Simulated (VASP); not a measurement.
Wanted: the native input for a VASP 6.6.1 run.

- Task: single point
- Functional: r2SCAN
- Potentials or basis: VASP PAW PBE potentials, release 64 (Sn_d)
- Cutoff: 520 eV
- k mesh: 6 × 6 × 4
- Occupations: gaussian, width 0.1 eV
- Spin: no spin polarisation
- Dipole correction: no
- Further INCAR settings: ALGO = Normal; EDIFF = 1e-06; NBANDS = 36

Sn:

```
CELL_PARAMETERS angstrom
4.45102 0.00000 0.00000
-2.22551 3.85469 0.00000
0.00000 0.00000 7.36644
ATOMIC_POSITIONS crystal
Sn 0.33333 0.66667 0.06309
Sn 0.66667 0.33333 0.56309
Sn 0.33333 0.66667 0.43691
Sn 0.66667 0.33333 0.93691
```

This isn't the form of Sn at room conditions, which is tetragonal (white tin).

One way to write it, as run:

POSCAR

```
Sn
1.0
    4.4510150819      0.0000000000      0.0000000000
   -2.2255075410      3.8546921336      0.0000000000
    0.0000000000      0.0000000000      7.3664434402
Sn
4
Direct
    0.3333333333      0.6666666667      0.0630908785
    0.6666666667      0.3333333333      0.5630908785
    0.3333333333      0.6666666667      0.4369091215
    0.6666666667      0.3333333333      0.9369091215
```

INCAR.step1

```
ALGO = Normal
EDIFF = 1E-4
ENCUT = 520
GGA = PE
ISMEAR = 0
LASPH = True
LCHARG = False
LREAL = False
LWAVE = True
NBANDS = 36
NELM = 80
PREC = Accurate
SIGMA = 0.1
```

INCAR.step2

```
ALGO = Normal
EDIFF = 1E-6
ENCUT = 520
ISIF = 2
ISMEAR = 0
ISTART = 1
LASPH = True
LCHARG = False
LMIXTAU = True
LREAL = False
LWAVE = False
METAGGA = R2SCAN
NBANDS = 36
NELM = 80
PREC = Accurate
SIGMA = 0.1
```

KPOINTS

```
k-points
0
Gamma
  6 6 4
```

Potentials or basis: VASP PAW PBE potentials, release 64 (Sn_d).

Command:

```console
$ cat potpaw_PBE.64/Sn_d/POTCAR > POTCAR
$ cp INCAR.step1 INCAR
$ mpirun -np 1 vasp_std > vasp.out
$ cp INCAR.step2 INCAR
$ mpirun -np 1 vasp_std > vasp.out
```

It gave:

| Quantity | Value |
| --- | --- |
| Pressure | 6.3 GPa |
| Largest force | 0.071 eV/Å |

Caveat: the cell stands under pressure; the PAW data sets were made with another functional, which shifts forces and pressure a little.

Run time: 9.4 min on 1 thread of Intel Xeon 8259CL, with other jobs on the host, peak memory 0.31 GiB.
